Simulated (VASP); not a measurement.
A run of VASP 6.6.1 is set up as follows.

File INCAR:

```
SYSTEM = In
PREC = Accurate
ENCUT = 520
EDIFF = 1E-6
ISMEAR = -1
SIGMA = 0.1
LREAL = .False.
LASPH = .True.
NELM = 60
ALGO = Normal
ISIF = 2
LWAVE = .False.
LCHARG = .False.
GGA = RP
NBANDS = 12
```

The input KPOINTS:

```
regular mesh
0
Gamma
  13 13 13
  0 0 0
```

Contents of POSCAR:

```
In
1.0
    0.0000000000      2.4642984976      2.4642984976
    2.4642984976      0.0000000000      2.4642984976
    2.4642984976      2.4642984976      0.0000000000
In
1
Direct
    0.0000000000      0.0000000000      0.0000000000
```

Potentials or basis: VASP PAW PBE potentials, release 64 (In_d).

Run with:

```console
$ cat potpaw_PBE.64/In_d/POTCAR > POTCAR
$ mpirun -np 1 vasp_std > vasp.out
```

Task: Estimate the pressure.

Result: -1.1 GPa.

Caveat: the PAW data sets were made with another functional, which shifts forces and pressure a little.
